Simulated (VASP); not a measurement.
# Cu (P6_3/mmc) in VASP: a series of runs

The runs below take Cu through single point, with PBE.

Everything below comes from runs of VASP 6.6.1. Logs are shortened: lines on timing, memory, paths and dates and some standing lists are left out, and cuts for length are marked.

## Step 1: The cell of the first run

It takes space group P6_3/mmc (No. 194, hexagonal). The conventional cell has a = 2.534 Å, b = 2.534 Å, c = 4.010 Å, α = 90.00°, β = 90.00°, γ = 120.00°. Within 3.3 Å of Cu (site symmetry -6m2) lie 12 Cu at 2.48 to 2.53 Å.

## Step 2: Single point, PBE (strain +0.000 along x and y, -0.025 along z)

INCAR reads:

```
SYSTEM = Cu
ALGO     = Fast           ! electronic algorithm
EDIFF    = 1E-6           ! SCF threshold, eV
ENCUT    = 520            ! plane-wave cutoff, eV
GGA      = PE             ! functional
ISIF     = 2              ! what is computed and relaxed
ISMEAR   = 0              ! smearing method
LASPH    = .TRUE.         ! aspherical terms in the spheres
LCHARG   = .TRUE.         ! write CHGCAR
LELF     = .TRUE.         ! ELF
LREAL    = .FALSE.        ! projectors in reciprocal space
LVHAR    = .TRUE.       
LWAVE    = .FALSE.        ! write WAVECAR
NBANDS   = 18             ! bands
NELM     = 80             ! most SCF steps
PREC     = Accurate       ! precision mode
SIGMA    = 0.15           ! smearing width, eV
```

KPOINTS reads:

```
k-points
0
G
  24 24 12
  0 0 0
```

POSCAR reads:

```
Cu
1.0
    2.5340966698      0.0000000000      0.0000000000
   -1.2670483349      2.1945920917      0.0000000000
    0.0000000000      0.0000000000      4.0097567250
Cu
2
Direct
    0.3333333333      0.6666666667      0.2500000000
    0.6666666667      0.3333333333      0.7500000000
```

Potentials or basis: VASP PAW PBE potentials, release 64 (Cu).

Launch:

```console
$ cat potpaw_PBE.64/Cu/POTCAR > POTCAR
$ mpirun -np 1 vasp_std > vasp.out
```

OUTCAR:

```text
SYSTEM = Cu
   EDIFF = 1E-6
   ENCUT = 520
   GGA = PE
   ISIF = 2
   ISMEAR = 0
   LASPH = .TRUE.
   LREAL = .FALSE.
   NELM = 80
   PREC = Accurate

 ion  position               nearest neighbor table
   1  0.333  0.667  0.250-   2 2.48   2 2.48   2 2.48   2 2.48   2 2.48   2 2.48
   2  0.667  0.333  0.750-   1 2.48   1 2.48   1 2.48   1 2.48   1 2.48   1 2.48

  LATTYP: Found a hexagonal cell.
 ALAT       =     2.5340966698
 C/A-ratio  =     1.5823219267

  Lattice vectors:

 A1 = (   2.5340966698,   0.0000000000,   0.0000000000)
 A2 = (  -1.2670483349,   2.1945920917,   0.0000000000)
 A3 = (   0.0000000000,   0.0000000000,   4.0097567250)

Analysis of symmetry for initial positions (statically):
=====================================================================
 Subroutine PRICEL returns:
 Original cell was already a primitive cell.

 Routine SETGRP: Setting up the symmetry group for a
 hexagonal supercell.

 Subroutine GETGRP returns: Found 24 space group operations
 (whereof 12 operations were pure point group operations)
 out of a pool of 24 trial point group operations.

The static configuration has the point symmetry D_3d.
 The point group associated with its full space group is D_6h.

Analysis of symmetry for dynamics (positions and initial velocities):
=====================================================================
 Subroutine PRICEL returns:
 Original cell was already a primitive cell.

 Routine SETGRP: Setting up the symmetry group for a
 hexagonal supercell.

 Subroutine GETGRP returns: Found 24 space group operations
 (whereof 12 operations were pure point group operations)
 out of a pool of 24 trial point group operations.

The dynamic configuration has the point symmetry D_3d.
 The point group associated with its full space group is D_6h.

 Subroutine INISYM returns: Found 24 space group operations
 (whereof 12 operations are pure point group operations),
 and found     1 'primitive' translations

----------------------------------------------------------------------------------------

                                     Primitive cell

  volume of cell :      22.2995

  direct lattice vectors                    reciprocal lattice vectors
     2.534096670  0.000000000  0.000000000     0.394617937  0.227832772  0.000000000
    -1.267048335  2.194592092  0.000000000     0.000000000  0.455665544  0.000000000
     0.000000000  0.000000000  4.009756725     0.000000000  0.000000000  0.249391688

  length of vectors
     2.534096670  2.534096670  4.009756725     0.455665544  0.455665544  0.249391688

  position of ions in fractional coordinates (direct lattice)
     0.333333333  0.666666667  0.250000000
     0.666666667  0.333333333  0.750000000

  ion indices of the primitive-cell ions
   primitive index   ion index
                 1           1
                 2           2

----------------------------------------------------------------------------------------

 KPOINTS: k-points

Automatic generation of k-mesh.
 Grid dimensions read from file:
 generate k-points for:   24   24   12

 Generating k-lattice:

  Cartesian coordinates                     Fractional coordinates (reciprocal lattice)
     0.016442414  0.009493032  0.000000000     0.041666667  0.000000000  0.000000000
     0.000000000  0.018986064  0.000000000     0.000000000  0.041666667  0.000000000
     0.000000000  0.000000000  0.020782641     0.000000000  0.000000000  0.083333333

  Length of vectors
     0.018986064  0.018986064  0.020782641

  Shift w.r.t. Gamma in fractional coordinates (k-lattice)
     0.000000000  0.000000000  0.000000000

 Subroutine IBZKPT returns following result:
 ===========================================

 Found    427 irreducible k-points:

 Following reciprocal coordinates:
            Coordinates               Weight
  0.000000  0.000000  0.000000      1.000000
  0.041667  0.000000  0.000000      6.000000
  0.083333  0.000000  0.000000      6.000000
  0.125000 -0.000000  0.000000      6.000000
  0.166667  0.000000  0.000000      6.000000
  0.208333  0.000000  0.000000      6.000000
[... 16 lines left out ...]
  0.416667  0.041667  0.000000     12.000000
  0.458333  0.041667  0.000000     12.000000
 [... further k-points ...]
   k-points           NKPTS =    427   k-points in BZ     NKDIM =    427   number of bands    NBANDS=     18
   number of dos      NEDOS =    301   number of ions     NIONS =      2
   total plane-waves  NPLWV =  12000
   dimension x,y,z NGX =    20 NGY =   20 NGZ =   30
   dimension x,y,z NGXF=    40 NGYF=   40 NGZF=   60
   ions per type =               2
   NGX,Y,Z   is equivalent  to a cutoff of  13.12, 13.12, 12.44 a.u.
   NGXF,Y,Z  is equivalent  to a cutoff of  26.24, 26.24, 24.88 a.u.
 SYSTEM =  Cu
   PREC   = accura    normal or accurate (medium, high low for compatibility)
   ISTART =      0    job   : 0-new  1-cont  2-samecut
   ICHARG =      2    charge: 1-file 2-atom 10-const
   ISPIN  =      1    spin polarized calculation?
   LNONCOLLINEAR =      F non collinear calculations
   LSORBIT =      F    spin-orbit coupling
   LASPH  =      T    aspherical Exc in radial PAW
   ENCUT  =  520.0 eV  38.22 Ry    6.18 a.u.   4.71  4.71  7.46*2*pi/ulx,y,z
   NELM   =     80;   NELMIN=  2; NELMDL= -5     # of ELM steps
   EDIFF  = 0.1E-05   stopping-criterion for ELM
   LREAL  =      F    real-space projection
   EDIFFG = 0.1E-04   stopping-criterion for IOM
   NSW    =      0    number of steps for IOM
   IBRION =     -1    ionic relax: 0-MD 1-quasi-New 2-CG
   NFREE  =      0    steps in history (QN), initial steepest desc. (CG)
   ISIF   =      2    stress and relaxation
   ISYM   =      2    0-nonsym 1-usesym 2-fastsym
   POTIM  = 0.5000    time-step for ionic-motion
   TEBEG  =    0.0;   TEEND  =   0.0 temperature during run
   PSTRESS=    0.0 pullay stress
   NELECT =      22.0000    total number of electrons
   NUPDOWN=      -1.0000    fix difference up-down
   EMIN   =  10.00;   EMAX   =-10.00  energy-range for DOS
   EFERMI =   0.00;   METHOD = LEGACY
   ISMEAR =     0;   SIGMA  =   0.15  broadening in eV -4-tet -1-fermi 0-gaus
   EFERMI_NEDOS =   21; number of points for ismear=-14 and -15
   IALGO  =     68    algorithm
   IMIX   =      4    mixing-type and parameters
     AMIX     =   0.40;   BMIX     =  1.00
     AMIX_MAG =   1.60;   BMIX_MAG =  1.00
  volume/ion in A,a.u.               =      11.15        75.24
  Fermi-wavevector in a.u.,A,eV,Ry     =   1.629736  3.079755 36.137632  2.656041
  Thomas-Fermi vector in A             =   2.722153
   LORBIT       =      0    0 simple, 1 ext, 2 COOP (PROOUT), +10 PAW based schemes
   GGA     = PE    functional components
   LHFCALC =     F    Hartree Fock is set to
   AEXX    =    0.0000 exact exchange contribution
   IVDW    =     0    specifies the selected vdW correction
   LEPSILON=     F    determine dielectric tensor
   LRPA    =     F    only Hartree local field effects (RPA)
 non-spin polarized calculation
 RMM-DIIS sequential band-by-band and
 Gauss-broadening in eV      SIGMA  =   0.15
  energy-cutoff  :      520.00
  volume of cell :       22.30
 maximum number of plane-waves:       615
 NGX is ok and might be reduce to    20
   NGX =  9   NGY =  9   NGZ = 15

 number of electron      21.9999995 magnetization

 Free energy of the ion-electron system (eV)
  ---------------------------------------------------
  ext. energy  EPLUGINS =         0.00000000
  ---------------------------------------------------
  free energy    TOTEN  =        -7.36804191 eV

  energy without entropy =       -7.36208745  energy(sigma->0) =       -7.36506468

 E-fermi :   8.3218     XC(G=0): -13.0625

 val. band max:        8.3208523565   @ k =   0.1667   0.0833   0.2500
 cond. band min:       8.3226791561   @ k =   0.2083   0.1250   0.3333
 fundamental gap:      0.0018267996
 Fermi energy:         8.3217941067

 k-point     1 :       0.0000    0.0000    0.0000
  band No.  band energies     occupation
      1      -1.4776      2.00000
      2       2.9630      2.00000
      3       5.1668      2.00000
      4       5.1668      2.00000
      5       5.2246      2.00000
      6       5.4220      2.00000
[... 10 lines left out ...]
     17      31.9597      0.00000
     18      32.0123      0.00000

 k-point     2 :       0.0417    0.0000    0.0000
  band No.  band energies     occupation
      1      -1.4203      2.00000
      2       2.9951      2.00000
      3       5.0996      2.00000
      4       5.1885      2.00000
      5       5.2854      2.00000
      6       5.4116      2.00000
[... 10 lines left out ...]
     17      32.6172      0.00000
     18      32.7692      0.00000

 k-point     3 :       0.0833    0.0000    0.0000
  band No.  band energies     occupation
      1      -1.2490      2.00000
      2       3.0879      2.00000
      3       4.9996      2.00000
      4       5.2524      2.00000
      5       5.3543      2.00000
      6       5.3965      2.00000
[... 10 lines left out ...]
     17      33.1886      0.00000
     18      33.9009      0.00000

 k-point     4 :       0.1250   -0.0000    0.0000
  band No.  band energies     occupation
      1      -0.9668      2.00000
      2       3.2302      2.00000
      3       4.8880      2.00000
      4       5.2963      2.00000
      5       5.3238      2.00000
      6       5.3557      2.00000
[... 375 lines left out ...]
      4       4.7236      2.00000
      5       5.0300      2.00000
      6       5.2998      2.00000
[... 10 lines left out ...]
     17      22.4588      0.00000
     18      28.3936      0.00000

 k-point    23 :       0.4167    0.0417    0.0000
  band No.  band energies     occupation
      1       2.9715      2.00000
      2       3.5312      2.00000
      3       3.7412      2.00000
      4       4.8514      2.00000
      5       4.9987      2.00000
      6       5.2662      2.00000
[... 10 lines left out ...]
     17      21.3461      0.00000
     18      28.2635      0.00000

 k-point    24 :       0.4583    0.0417    0.0000
  band No.  band energies     occupation
      1       3.1644      2.00000
      2       3.4747      2.00000
      3       3.7025      2.00000
      4       4.9464      2.00000
      5       4.9828      2.00000
      6       5.2487      2.00000
[... 10 lines left out ...]
     17      20.9750      0.00000
     18      28.2016      0.00000

 [... further k-points ...]
[... 5 lines left out ...]
  --------------------------------------------------------------------------------------
  -------------------------------------------------------------------------------------
  Total        1.4132373      1.4132373      2.4662179      0.0000000     -0.0000000      0.0000000
  in kB      101.5384791    101.5384791    177.1931857      0.0000000     -0.0000000      0.0000000
  external PRESSURE =     126.7567146 kB  Pullay stress =       0.0000000 kB

 VOLUME and BASIS-vectors are now :
 -----------------------------------------------------------------------------
  energy-cutoff  :      520.00
  volume of cell :       22.30
      direct lattice vectors                 reciprocal lattice vectors
     2.534096670  0.000000000  0.000000000     0.394617937  0.227832772  0.000000000
    -1.267048335  2.194592092  0.000000000     0.000000000  0.455665544  0.000000000
     0.000000000  0.000000000  4.009756725     0.000000000  0.000000000  0.249391688

 POSITION                                       TOTAL-FORCE (eV/Angst)
 -----------------------------------------------------------------------------------
     -0.00000      1.46306      1.00244         0.000000      0.000000      0.000000
      1.26705      0.73153      3.00732        -0.000000     -0.000000      0.000000
 -----------------------------------------------------------------------------------
    total drift:                               -0.000000      0.000000     -0.000000

  FREE ENERGIE OF THE ION-ELECTRON SYSTEM (eV)
  ---------------------------------------------------
  free  energy   TOTEN  =        -7.3680419135 eV

  energy  without entropy=       -7.3620874483  energy(sigma->0) =       -7.36506468
```

Wall time 82 s (1 thread of Intel Xeon 6975P-C (Granite Rapids), shared host); peak memory 0.24 GiB.

What came out:

```yaml
Free_energy: -7.3680 eV
Pressure: 12.7 GPa
Band_gap_on_the_k_mesh: zero (band 11 reaches 12.35 eV, above the bottom of band 12 at 6.28 eV)
```

Caveat: the cell differs from its parent crystal (strain +0.000 along x and y, -0.025 along z).

## Step 3: Single point, PBE (strain -0.025 along x and y, +0.025 along z)

INCAR reads:

```
ALGO = Fast ; EDIFF = 1E-6
ENCUT = 520 ; GGA = PE
ISIF = 2 ; ISMEAR = 0
LASPH = T ; LCHARG = F
LREAL = F ; LWAVE = F
NBANDS = 18 ; NELM = 80
PREC = Accurate ; SIGMA = 0.15
```

KPOINTS reads:

```
k-points
0
Gamma
  24 24 12
```

POSCAR reads:

```
Cu
1.0
    2.4707442531      0.0000000000      0.0000000000
   -1.2353721265      2.1397272894      0.0000000000
    0.0000000000      0.0000000000      4.2153852750
Cu
2
Direct
    0.3333333333      0.6666666667      0.2500000000
    0.6666666667      0.3333333333      0.7500000000
```

Potentials or basis: VASP PAW PBE potentials, release 64 (Cu).

Launch:

```console
$ cat potpaw_PBE.64/Cu/POTCAR > POTCAR
$ mpirun -np 1 vasp_std > vasp.out
```

OUTCAR:

```text
EDIFF = 1E-6
   ENCUT = 520
   GGA = PE
   ISIF = 2
   ISMEAR = 0
   LASPH = T
   LREAL = F
   NELM = 80
   PREC = Accurate

 ion  position               nearest neighbor table
   1  0.333  0.667  0.250-   2 2.55   2 2.55   2 2.55   2 2.55   2 2.55   2 2.55
   2  0.667  0.333  0.750-   1 2.55   1 2.55   1 2.55   1 2.55   1 2.55   1 2.55

  LATTYP: Found a hexagonal cell.
 ALAT       =     2.4707442531
 C/A-ratio  =     1.7061196316

  Lattice vectors:

 A1 = (   2.4707442531,   0.0000000000,   0.0000000000)
 A2 = (  -1.2353721265,   2.1397272894,   0.0000000000)
 A3 = (   0.0000000000,   0.0000000000,   4.2153852750)

Analysis of symmetry for initial positions (statically):
=====================================================================
 Subroutine PRICEL returns:
 Original cell was already a primitive cell.

 Routine SETGRP: Setting up the symmetry group for a
 hexagonal supercell.

 Subroutine GETGRP returns: Found 24 space group operations
 (whereof 12 operations were pure point group operations)
 out of a pool of 24 trial point group operations.

[... 156 lines left out ...]

 Free energy of the ion-electron system (eV)
  ---------------------------------------------------
  ext. energy  EPLUGINS =         0.00000000
  ---------------------------------------------------
  free energy    TOTEN  =        -7.36241637 eV

  energy without entropy =       -7.35431503  energy(sigma->0) =       -7.35836570

 E-fermi :   8.3325     XC(G=0): -13.0657

 val. band max:        8.3206729183   @ k =   0.4583   0.0417   0.0833
 cond. band min:       8.3350664520   @ k =   0.4167   0.0833   0.3333
 fundamental gap:      0.0143935338
 Fermi energy:         8.3325224229

 k-point     1 :       0.0000    0.0000    0.0000
  band No.  band energies     occupation
      1      -1.4737      2.00000
      2       2.8101      2.00000
      3       4.9470      2.00000
      4       5.1712      2.00000
      5       5.1712      2.00000
      6       5.3635      2.00000
[... 481 lines left out ...]
      5       5.1656      2.00000
      6       5.2167      2.00000
[... 10 lines left out ...]
     17      22.1099      0.00000
     18      29.3357      0.00000

 [... further k-points ...]
[... 5 lines left out ...]
  --------------------------------------------------------------------------------------
  -------------------------------------------------------------------------------------
  Total        2.2314189      2.2314189      0.9602626      0.0000000      0.0000000      0.0000000
  in kB      160.4235798    160.4235798     69.0362361      0.0000000      0.0000000      0.0000000
  external PRESSURE =     129.9611319 kB  Pullay stress =       0.0000000 kB

 VOLUME and BASIS-vectors are now :
 -----------------------------------------------------------------------------
  energy-cutoff  :      520.00
  volume of cell :       22.29
      direct lattice vectors                 reciprocal lattice vectors
     2.470744253  0.000000000  0.000000000     0.404736346  0.233674638  0.000000000
    -1.235372126  2.139727289  0.000000000     0.000000000  0.467349276  0.000000000
     0.000000000  0.000000000  4.215385275     0.000000000  0.000000000  0.237226240

 POSITION                                       TOTAL-FORCE (eV/Angst)
 -----------------------------------------------------------------------------------
     -0.00000      1.42648      1.05385         0.000000     -0.000000      0.000000
      1.23537      0.71324      3.16154        -0.000000      0.000000      0.000000
 -----------------------------------------------------------------------------------
    total drift:                               -0.000000      0.000000     -0.000000

  FREE ENERGIE OF THE ION-ELECTRON SYSTEM (eV)
  ---------------------------------------------------
  free  energy   TOTEN  =        -7.3624163728 eV

  energy  without entropy=       -7.3543150330  energy(sigma->0) =       -7.35836570
```

OSZICAR:

```text
N       E                     dE             d eps       ncg     rms          rms(c)
DAV:   1     0.121494492917E+03    0.12149E+03   -0.10515E+04 16684   0.223E+03
DAV:   2    -0.318676862990E+01   -0.12468E+03   -0.11831E+03 15412   0.289E+02
DAV:   3    -0.916318535496E+01   -0.59764E+01   -0.57747E+01 17314   0.859E+01
DAV:   4    -0.922319879701E+01   -0.60013E-01   -0.59973E-01 18026   0.918E+00
DAV:   5    -0.922399664747E+01   -0.79785E-03   -0.79782E-03 18732   0.925E-01    0.110E+01
RMM:   6    -0.797505039467E+01    0.12489E+01   -0.10126E+01 17971   0.565E+01    0.576E+00
RMM:   7    -0.738995454906E+01    0.58510E+00   -0.16910E+00 17827   0.240E+01    0.152E+00
RMM:   8    -0.736515131757E+01    0.24803E-01   -0.61652E-02 18749   0.232E+00    0.441E-01
RMM:   9    -0.736202936216E+01    0.31220E-02   -0.18268E-02 18680   0.259E+00    0.748E-02
RMM:  10    -0.736239197309E+01   -0.36261E-03   -0.32296E-03 20176   0.519E-01    0.159E-02
RMM:  11    -0.736241098945E+01   -0.19016E-04   -0.41010E-04 19292   0.330E-01    0.255E-02
RMM:  12    -0.736241357006E+01   -0.25806E-05   -0.12358E-04 20210   0.130E-01    0.122E-02
RMM:  13    -0.736241686156E+01   -0.32915E-05   -0.34766E-05 18192   0.571E-02    0.867E-03
RMM:  14    -0.736241845244E+01   -0.15909E-05   -0.56966E-06 13813   0.295E-02    0.117E-02
RMM:  15    -0.736241641578E+01    0.20367E-05   -0.58956E-06 16760   0.413E-02    0.127E-03
RMM:  16    -0.736241637279E+01    0.42992E-07   -0.10964E-06 10022   0.952E-03
   1 F= -.73624164E+01 E0= -.73583657E+01  d E =-.810134E-02
```

stdout:

```text
POSCAR found type information on POSCAR Cu
 POSCAR found :  1 types and       2 ions
 scaLAPACK will be used
 LDA part: xc-table for (Slater+PW92), standard interpolation
 POSCAR, INCAR and KPOINTS ok, starting setup
 FFT: planning ... GRIDC
 FFT: planning ... GRID_SOFT
 FFT: planning ... GRID
 WAVECAR not read
 entering main loop
WARNING in EDDRMM: call to ZHEGV failed, returncode =   6  3     16
WARNING in EDDRMM: call to ZHEGV failed, returncode =   6  3     17
WARNING in EDDRMM: call to ZHEGV failed, returncode =   8  4     17
```

Wall time 69 s (1 thread of Intel Xeon 6975P-C (Granite Rapids), shared host); peak memory 0.24 GiB.

What came out:

```
Free energy            : -7.3624 eV
Pressure               : 13.0 GPa
Band gap on the k mesh : zero (band 11 reaches 12.76 eV, above the bottom of band 12 at 6.29 eV)
```

Caveat: the cell differs from its parent crystal (strain -0.025 along x and y, +0.025 along z).
